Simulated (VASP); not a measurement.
# Mn (Fm-3m) in VASP: single point with LDA

Aim: the single point of Mn with LDA.

All numbers are computed with VASP 6.6.1; they aren't measurements. Logs are shortened: lines on timing, memory, paths and dates and some standing lists are left out, and cuts for length are marked.

## 1. The cell of the first run

Symmetry: Fm-3m, No. 225, cubic system. Conventional cell: a = 3.475 Å, b = 3.475 Å, c = 3.475 Å, α = 90.00°, β = 90.00°, γ = 90.00°. Mn (site symmetry m-3m) has 12 Mn at 2.46 Å within 3.2 Å.

## 2. Single point, LDA (volume scaled by 1.04)

Input file INCAR:

```
SYSTEM = Mn
PREC = Accurate
ENCUT = 520
EDIFF = 1E-7
ISMEAR = -1
SIGMA = 0.1
LREAL = .False.
LASPH = .True.
NELM = 80
ALGO = Normal
ISIF = 2
LWAVE = .False.
LCHARG = .False.
GGA = CA
NBANDS = 12
```

Input file KPOINTS:

```
regular mesh
0
Gamma
  18 18 18
  0 0 0
```

Input file POSCAR:

```
Mn
1.0
    0.0000000000      1.7374964330      1.7374964330
    1.7374964330      0.0000000000      1.7374964330
    1.7374964330      1.7374964330      0.0000000000
Mn
1
Direct
    0.0000000000      0.0000000000      0.0000000000
```

Potentials or basis: VASP PAW LDA potentials, release 64 (Mn_pv).

Command:

```console
cat potpaw_LDA.64/Mn_pv/POTCAR > POTCAR
mpirun -np 1 vasp_std > vasp.out
```

OUTCAR:

```text
SYSTEM = Mn
   PREC = Accurate
   ENCUT = 520
   EDIFF = 1E-7
   ISMEAR = -1
   LREAL = .False.
   LASPH = .True.
   NELM = 80
   ISIF = 2
   GGA = CA

 ion  position               nearest neighbor table
   1  0.000  0.000  0.000-

  LATTYP: Found a face centered cubic cell.
 ALAT       =     3.4749928660

  Lattice vectors:

 A1 = (   0.0000000000,   1.7374964330,   1.7374964330)
 A2 = (   1.7374964330,   0.0000000000,   1.7374964330)
 A3 = (   1.7374964330,   1.7374964330,   0.0000000000)

Analysis of symmetry for initial positions (statically):
=====================================================================
 Subroutine PRICEL returns:
 Original cell was already a primitive cell.

 Routine SETGRP: Setting up the symmetry group for a
 face centered cubic supercell.

 Subroutine GETGRP returns: Found 48 space group operations
 (whereof 48 operations were pure point group operations)
 out of a pool of 48 trial point group operations.

The static configuration has the point symmetry O_h .

Analysis of symmetry for dynamics (positions and initial velocities):
=====================================================================
 Subroutine PRICEL returns:
 Original cell was already a primitive cell.

 Routine SETGRP: Setting up the symmetry group for a
 face centered cubic supercell.

 Subroutine GETGRP returns: Found 48 space group operations
 (whereof 48 operations were pure point group operations)
 out of a pool of 48 trial point group operations.

The dynamic configuration has the point symmetry O_h .

 Subroutine INISYM returns: Found 48 space group operations
 (whereof 48 operations are pure point group operations),
 and found     1 'primitive' translations

----------------------------------------------------------------------------------------

                                     Primitive cell

  volume of cell :      10.4906

  direct lattice vectors                    reciprocal lattice vectors
     0.000000000  1.737496433  1.737496433    -0.287770375  0.287770375  0.287770375
     1.737496433  0.000000000  1.737496433     0.287770375 -0.287770375  0.287770375
     1.737496433  1.737496433  0.000000000     0.287770375  0.287770375 -0.287770375

  length of vectors
     2.457191020  2.457191020  2.457191020     0.498432910  0.498432910  0.498432910

  position of ions in fractional coordinates (direct lattice)
     0.000000000  0.000000000  0.000000000
[... 81 lines left out ...]
   NFREE  =      0    steps in history (QN), initial steepest desc. (CG)
   ISIF   =      2    stress and relaxation
   ISYM   =      2    0-nonsym 1-usesym 2-fastsym
   POTIM  = 0.5000    time-step for ionic-motion
   TEBEG  =    0.0;   TEEND  =   0.0 temperature during run
   PSTRESS=    0.0 pullay stress
   NELECT =      13.0000    total number of electrons
   NUPDOWN=      -1.0000    fix difference up-down
   EMIN   =  10.00;   EMAX   =-10.00  energy-range for DOS
   EFERMI =   0.00;   METHOD = LEGACY
   ISMEAR =    -1;   SIGMA  =   0.10  broadening in eV -4-tet -1-fermi 0-gaus
   EFERMI_NEDOS =   21; number of points for ismear=-14 and -15
   IALGO  =     38    algorithm
   IMIX   =      4    mixing-type and parameters
     AMIX     =   0.40;   BMIX     =  1.00
     AMIX_MAG =   1.60;   BMIX_MAG =  1.00
  volume/ion in A,a.u.               =      10.49        70.79
  Fermi-wavevector in a.u.,A,eV,Ry     =   1.758418  3.322927 42.069657  3.092033
  Thomas-Fermi vector in A             =   2.827580
   LORBIT       =      0    0 simple, 1 ext, 2 COOP (PROOUT), +10 PAW based schemes
   GGA     = CA    functional components
   LHFCALC =     F    Hartree Fock is set to
   AEXX    =    0.0000 exact exchange contribution
   IVDW    =     0    specifies the selected vdW correction
   LEPSILON=     F    determine dielectric tensor
   LRPA    =     F    only Hartree local field effects (RPA)
 non-spin polarized calculation
  energy-cutoff  :      520.00
  volume of cell :       10.49
 maximum number of plane-waves:       295
   NGX =  9   NGY =  9   NGZ =  9

 number of electron      13.0000011 magnetization

 Free energy of the ion-electron system (eV)
  ---------------------------------------------------
  ext. energy  EPLUGINS =         0.00000000
  ---------------------------------------------------
  free energy    TOTEN  =       -10.12173278 eV

  energy without entropy =      -10.07284052  energy(sigma->0) =      -10.09728665

 E-fermi :  10.6359     XC(G=0): -14.5187

 val. band max:       10.6239007315   @ k =  -0.4444   0.2778   0.1111
 cond. band min:      10.6538937906   @ k =   0.3333   0.2222   0.0556
 fundamental gap:      0.0299930591
 Fermi energy:        10.6359239089

 k-point     1 :       0.0000    0.0000    0.0000
  band No.  band energies     occupation
      1     -36.5518      2.00000
      2     -36.5518      2.00000
      3     -36.5518      2.00000
      4       2.3031      2.00000
      5       9.4574      1.99998
      6       9.4574      1.99998
      7       9.4574      1.99998
      8      11.1826      0.00841
      9      11.1826      0.00841
     10      32.2661      0.00000
     11      38.1531      0.00000
     12      38.1531      0.00000
[... 331 lines left out ...]
 k-point    24 :      -0.2222    0.0556    0.0000
  band No.  band energies     occupation
      1     -36.9606      2.00000
      2     -36.6315      2.00000
      3     -36.5952      2.00000
      4       4.5803      2.00000
      5       8.7902      2.00000
      6       9.7376      1.99975
      7       9.8258      1.99939
      8      11.0350      0.03629
      9      11.5756      0.00017
     10      27.8987      0.00000
     11      32.6844      0.00000
     12      37.0260      0.00000

 [... further k-points ...]

------------------------ aborting loop because EDIFF is reached ----------------------------------------

  FORCE on cell =-STRESS in cart. coord.  units (eV):
  Direction    XX          YY          ZZ          XY          YZ          ZX
  --------------------------------------------------------------------------------------
  -------------------------------------------------------------------------------------
  Total       -0.7492885     -0.7492885     -0.7492885     -0.0000000     -0.0000000      0.0000000
  in kB     -114.4347385   -114.4347385   -114.4347385     -0.0000000     -0.0000000      0.0000000
  external PRESSURE =    -114.4347385 kB  Pullay stress =       0.0000000 kB

 VOLUME and BASIS-vectors are now :
 -----------------------------------------------------------------------------
  energy-cutoff  :      520.00
  volume of cell :       10.49
      direct lattice vectors                 reciprocal lattice vectors
     0.000000000  1.737496433  1.737496433    -0.287770375  0.287770375  0.287770375
     1.737496433  0.000000000  1.737496433     0.287770375 -0.287770375  0.287770375
     1.737496433  1.737496433  0.000000000     0.287770375  0.287770375 -0.287770375

 POSITION                                       TOTAL-FORCE (eV/Angst)
 -----------------------------------------------------------------------------------
      0.00000      0.00000      0.00000        -0.000000     -0.000000      0.000000
 -----------------------------------------------------------------------------------
    total drift:                                0.000000     -0.000000      0.000000

  FREE ENERGIE OF THE ION-ELECTRON SYSTEM (eV)
  ---------------------------------------------------
  free  energy   TOTEN  =       -10.1217327770 eV

  energy  without entropy=      -10.0728405182  energy(sigma->0) =      -10.09728665
```

stdout:

```text
POSCAR found type information on POSCAR Mn
 POSCAR found :  1 types and       1 ions
 scaLAPACK will be used
 LDA part: xc-table for (Slater(with rela. corr.)+CA(PZ))
 , standard interpolation
 POSCAR, INCAR and KPOINTS ok, starting setup
 FFT: planning ... GRIDC
 FFT: planning ... GRID_SOFT
 FFT: planning ... GRID
 WAVECAR not read
 entering main loop
```

Wall time 28 s (1 thread of AMD EPYC 7R43 (Zen 3), shared host); peak memory 0.09 GiB.

Results:

```
Free energy : -10.1217 eV
Pressure    : -11.4 GPa
```

Levels at points of the mesh, in eV from the Fermi level:
| k point | band 4 | band 5 | band 6 | band 7 | band 8 | band 9 | band 10 | band 11 |
| --- | --- | --- | --- | --- | --- | --- | --- | --- |
| (0.00, 0.00, 0.00) | -8.33 | -1.18 | -1.18 | -1.18 | 0.55 | 0.55 | 21.63 | 27.52 |
| (0.50, 0.00, 0.00) | -4.64 | -1.32 | -1.32 | 0.62 | 1.79 | 1.79 | 9.35 | 20.47 |
| (0.50, 0.50, 0.00) | -4.88 | -4.04 | 1.73 | 2.13 | 2.13 | 3.69 | 12.64 | 16.15 |

Caveat: the run has no spin polarisation, though such a crystal can be magnetic.
